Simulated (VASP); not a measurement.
# K3Rh (P6_3/mmc) in VASP: a series of runs, part 2 of 2

VASP 6.6.1.

### 4 Relaxation of cell and atoms, PBE

INCAR reads:

```
ALGO     = Fast           # electronic algorithm
EDIFF    = 1E-6           # SCF threshold, eV
EDIFFG   = -0.04          # ionic threshold
ENCUT    = 600            # plane-wave cutoff, eV
GGA      = PE             # functional
IBRION   = 2              # ionic algorithm
ISIF     = 3              # what is computed and relaxed
ISMEAR   = 0              # smearing method
LASPH    = True           # aspherical terms in the spheres
LCHARG   = False          # write CHGCAR
LREAL    = False          # projectors in reciprocal space
LWAVE    = False          # write WAVECAR
NELM     = 80             # most SCF steps
NSW      = 90             # ionic steps
PREC     = Accurate       # precision mode
SIGMA    = 0.1            # smearing width, eV
```

KPOINTS reads:

```
k-points
0
Gamma
  3 3 4
```

POSCAR reads:

```
K3Rh
1.0
    7.1024944709      0.0000000000      0.0000000000
   -3.5512472355      6.1509406421      0.0000000000
    0.0000000000      0.0000000000      5.7008476732
K Rh
6 2
Direct
    0.8330000000      0.6660000000      0.2500000000
    0.1670000000      0.8330000000      0.7500000000
    0.3340000000      0.1670000000      0.2500000000
    0.1670000000      0.3340000000      0.7500000000
    0.8330000000      0.1670000000      0.2500000000
    0.6660000000      0.8330000000      0.7500000000
    0.3333333333      0.6666666667      0.2500000000
    0.6666666667      0.3333333333      0.7500000000
```

Potentials or basis: VASP PAW PBE potentials, release 64 (K_sv, Rh_pv).

Run with:

```console
$ cat potpaw_PBE.64/K_sv/POTCAR potpaw_PBE.64/Rh_pv/POTCAR > POTCAR
$ mpirun -np 1 vasp_std > vasp.out
```

OUTCAR:

```text
EDIFF = 1E-6
   EDIFFG = -0.04
   ENCUT = 600
   GGA = PE
   IBRION = 2
   ISIF = 3
   ISMEAR = 0
   LASPH = True
   LREAL = False
   NELM = 80
   NSW = 90
   PREC = Accurate

 ion  position               nearest neighbor table
   1  0.833  0.666  0.250-   8 3.51   8 3.51   2 3.51   2 3.51   6 3.51   6 3.51   3 3.54   5 3.54
                             7 3.55   7 3.55   3 3.56   5 3.56
   2  0.167  0.833  0.750-   7 3.51   7 3.51   1 3.51   1 3.51   3 3.51   3 3.51   6 3.54   4 3.54
                             8 3.55   8 3.55   6 3.56   4 3.56
   3  0.334  0.167  0.250-   8 3.51   8 3.51   4 3.51   4 3.51   2 3.51   2 3.51   5 3.54   1 3.54
                             7 3.55   7 3.55   5 3.56   1 3.56
   4  0.167  0.334  0.750-   7 3.51   7 3.51   5 3.51   5 3.51   3 3.51   3 3.51   6 3.54   2 3.54
                             8 3.55   8 3.55   6 3.56   2 3.56
   5  0.833  0.167  0.250-   8 3.51   8 3.51   4 3.51   4 3.51   6 3.51   6 3.51   3 3.54   1 3.54
                             7 3.55   7 3.55   3 3.56   1 3.56
   6  0.666  0.833  0.750-   7 3.51   7 3.51   1 3.51   1 3.51   5 3.51   5 3.51   2 3.54   4 3.54
                             8 3.55   8 3.55   2 3.56   4 3.56
   7  0.333  0.667  0.250-   2 3.51   2 3.51   6 3.51   6 3.51   4 3.51   4 3.51   1 3.55   3 3.55
                             5 3.55   5 3.55   1 3.55   3 3.55
   8  0.667  0.333  0.750-   5 3.51   5 3.51   3 3.51   3 3.51   1 3.51   1 3.51   4 3.55   6 3.55
                             2 3.55   2 3.55   4 3.55   6 3.55

  LATTYP: Found a hexagonal cell.
 ALAT       =     7.1024944709
 C/A-ratio  =     0.8026542923

  Lattice vectors:
[... 176 lines left out ...]
  ext. energy  EPLUGINS =         0.00000000
  ---------------------------------------------------
  free energy    TOTEN  =       -15.20440068 eV

  energy without entropy =      -15.18633454  energy(sigma->0) =      -15.19536761

------------------------ aborting loop because EDIFF is reached ----------------------------------------

  FORCE on cell =-STRESS in cart. coord.  units (eV):
  Direction    XX          YY          ZZ          XY          YZ          ZX
  --------------------------------------------------------------------------------------
  -------------------------------------------------------------------------------------
  Total        3.1856521      3.1856521      4.0366731     -0.0000000     -0.0000000      0.0000000
  in kB       20.4935429     20.4935429     25.9682262     -0.0000000     -0.0000000      0.0000000
  external PRESSURE =      22.3184374 kB  Pullay stress =       0.0000000 kB
[... 323 lines left out ...]
--------------------------------------- Ionic step        9  -------------------------------------------

 number of electron      84.0000004 magnetization

 Free energy of the ion-electron system (eV)
  ---------------------------------------------------
  ext. energy  EPLUGINS =         0.00000000
  ---------------------------------------------------
  free energy    TOTEN  =       -16.05266313 eV

  energy without entropy =      -16.02139349  energy(sigma->0) =      -16.03702831

 E-fermi :   1.2804     XC(G=0):  -7.6011

 val. band max:        1.1824555855   @ k =   0.0000   0.0000   0.0000
 cond. band min:       1.3418275733   @ k =   0.3333   0.3333   0.2500
 fundamental gap:      0.1593719878
 Fermi energy:         1.2803579085

 k-point     1 :       0.0000    0.0000    0.0000
  band No.  band energies     occupation
      1     -42.8526      2.00000
      2     -42.8526      2.00000
      3     -42.8525      2.00000
      4     -42.8525      2.00000
      5     -42.7916      2.00000
      6     -42.7916      2.00000
[... 501 lines left out ...]
  FREE ENERGIE OF THE ION-ELECTRON SYSTEM (eV)
  ---------------------------------------------------
  free  energy   TOTEN  =       -16.0526631301 eV

  energy  without entropy=      -16.0213934930  energy(sigma->0) =      -16.03702831

 reached required accuracy - stopping structural energy minimisation
```

OSZICAR:

```text
N       E                     dE             d eps       ncg     rms          rms(c)
DAV:   1     0.826754147037E+03    0.82675E+03   -0.46849E+04  1004   0.175E+03
DAV:   2     0.423793617601E+02   -0.78437E+03   -0.76470E+03   952   0.498E+02
DAV:   3    -0.164741801622E+02   -0.58854E+02   -0.58131E+02  1400   0.113E+02
DAV:   4    -0.187278810734E+02   -0.22537E+01   -0.22253E+01  1232   0.186E+01
[... 175 lines left out ...]
RMM:  14    -0.160526562091E+02   -0.55410E-05   -0.53104E-05  1145   0.204E-02    0.278E-03
RMM:  15    -0.160526603325E+02   -0.41234E-05   -0.38638E-05  1093   0.150E-02    0.208E-03
RMM:  16    -0.160526618310E+02   -0.14985E-05   -0.13705E-05   976   0.106E-02    0.245E-03
RMM:  17    -0.160526629488E+02   -0.11178E-05   -0.94630E-06   803   0.804E-03    0.417E-03
RMM:  18    -0.160526631301E+02   -0.18131E-06   -0.45910E-06   732   0.651E-03
   9 F= -.16052663E+02 E0= -.16037028E+02  d E =-.462692E-01
```

CONTCAR:

```text
K3Rh
   1.00000000000000
     7.8948575619253658   -0.0000000000068298   -0.0000000000000000
    -3.9474287810241759    6.8371472079741586    0.0000000000000000
    -0.0000000000000000   -0.0000000000000000    5.5949366359974819
  K               Rh
     6     2
Direct
     0.8119688745614823    0.6239377491229738    0.2500000000000000
     0.1880311254385229    0.8119688745614914    0.7500000000000000
     0.3760622508770406    0.1880311254385177    0.2500000000000000
     0.1880311254385177    0.3760622508770263    0.7500000000000000
     0.8119688745614770    0.1880311254385087    0.2500000000000000
     0.6239377491229594    0.8119688745614823    0.7500000000000000
     0.3333333332999970    0.6666666667000030    0.2500000000000000
     0.6666666667000030    0.3333333332999970    0.7500000000000000

  0.00000000E+00  0.00000000E+00  0.00000000E+00
  0.00000000E+00  0.00000000E+00  0.00000000E+00
  0.00000000E+00  0.00000000E+00  0.00000000E+00
  0.00000000E+00  0.00000000E+00  0.00000000E+00
  0.00000000E+00  0.00000000E+00  0.00000000E+00
  0.00000000E+00  0.00000000E+00  0.00000000E+00
  0.00000000E+00  0.00000000E+00  0.00000000E+00
  0.00000000E+00  0.00000000E+00  0.00000000E+00
```

It took 56 min on 1 thread of Oxide Virtual Turin-like, shared host; peak memory 0.49 GiB.

What came out:

```
Free energy                           : -16.0527 eV
Relaxed volume                        : 37.75 Å³/atom
Relaxed cell                          : a = 7.895 Å, b = 7.895 Å, c = 5.595 Å, α = 90.00°, β = 90.00°, γ = 120.00°
Space group after relaxing (to 0.1 Å) : P6_3/mmc (No. 194)
Energy gained by relaxing             : 106.0 meV/atom
Ionic steps                           : 9
Pressure after relaxing               : 0.0 GPa
Largest force after relaxing          : 0.011 eV/Å
Band gap on the k mesh                : zero (filled and empty bands touch)
```

Forces on the atoms (eV/Å):
```
K    0.000  0.011  0.000
K   -0.010  0.006  0.000
K   -0.010 -0.006  0.000
K    0.000 -0.011  0.000
K    0.010 -0.006  0.000
K    0.010  0.006  0.000
Rh   0.000  0.000  0.000
Rh   0.000  0.000  0.000
```

Stress tensor (GPa, compression positive):
```
 0.06  0.00  0.00
 0.00  0.06  0.00
 0.00  0.00 -0.04
```

Step by step:
| step | energy change (eV) | largest force (eV/Å) | pressure (GPa) | volume (Å³) |
| --- | --- | --- | --- | --- |
| 1 | 0.0000 | 0.8293 | 2.23 | 249.05 |
| 2 | -0.3500 | 0.6317 | 1.29 | 265.01 |
| 3 | -0.6687 | 0.2636 | -0.30 | 301.44 |
| 4 | -0.6721 | 0.2355 | -0.38 | 304.85 |
| 5 | -0.7198 | 0.1869 | -0.27 | 300.94 |
| 6 | -0.7995 | 0.0219 | 0.23 | 289.20 |
| 7 | -0.8020 | 0.0201 | 0.36 | 286.45 |
| 8 | -0.8281 | 0.0196 | 0.23 | 292.10 |
| 9 | -0.8483 | 0.0113 | 0.03 | 302.01 |

Final structure:
```cif
data_structure
_symmetry_space_group_name_H-M 'P 1'
_symmetry_Int_Tables_number 1
_cell_length_a 7.8949
_cell_length_b 7.8949
_cell_length_c 5.5949
_cell_angle_alpha 90.000
_cell_angle_beta 90.000
_cell_angle_gamma 120.000
_cell_volume 302.01
loop_
_atom_site_label
_atom_site_type_symbol
_atom_site_fract_x
_atom_site_fract_y
_atom_site_fract_z
_atom_site_occupancy
K1 K 0.81197 0.62394 0.25000 1
K2 K 0.18803 0.81197 0.75000 1
K3 K 0.37606 0.18803 0.25000 1
K4 K 0.18803 0.37606 0.75000 1
K5 K 0.81197 0.18803 0.25000 1
K6 K 0.62394 0.81197 0.75000 1
Rh1 Rh 0.33333 0.66667 0.25000 1
Rh2 Rh 0.66667 0.33333 0.75000 1
```

Caveat: the volume moved by over 15 % at a fixed basis, so the end points are rough.

### 5 Summary

| task | cell | cutoff (eV) | gap on the mesh (eV) | pressure (GPa) | largest force (eV/Å) |
| --- | --- | --- | --- | --- | --- |
| single point | a = 7.102, b = 7.102, c = 5.701 Å, angles 90.0, 90.0, 120.0°, 8 atoms, atomic positions A | 520 | - | 2.2 | 0.83 |
| single point | a = 7.861, b = 7.861, c = 5.619 Å, angles 90.0, 90.0, 120.0°, 8 atoms, atomic positions B | 520 | none | 0.0 | - |
| relaxation of cell and atoms | relaxed from a = 7.102, b = 7.102, c = 5.701 Å, angles 90.0, 90.0, 120.0°, 8 atoms, atomic positions A | 600 | none | 0.0 | 0.01 |

Alike in all rows: level PBE; potentials or basis VASP PAW PBE potentials, release 64 (K_sv, Rh_pv); no spin polarisation; k mesh 3 × 3 × 4; smearing gaussian 0.1 eV.

Caveats: the volume moved by over 15 % at a fixed basis, so the end points are rough (at least some runs).

Total energies depend on the potentials used, so only differences within one code and one set of settings carry meaning.

The gap in the log of VASP goes by the Fermi energy; the results here count the filled bands.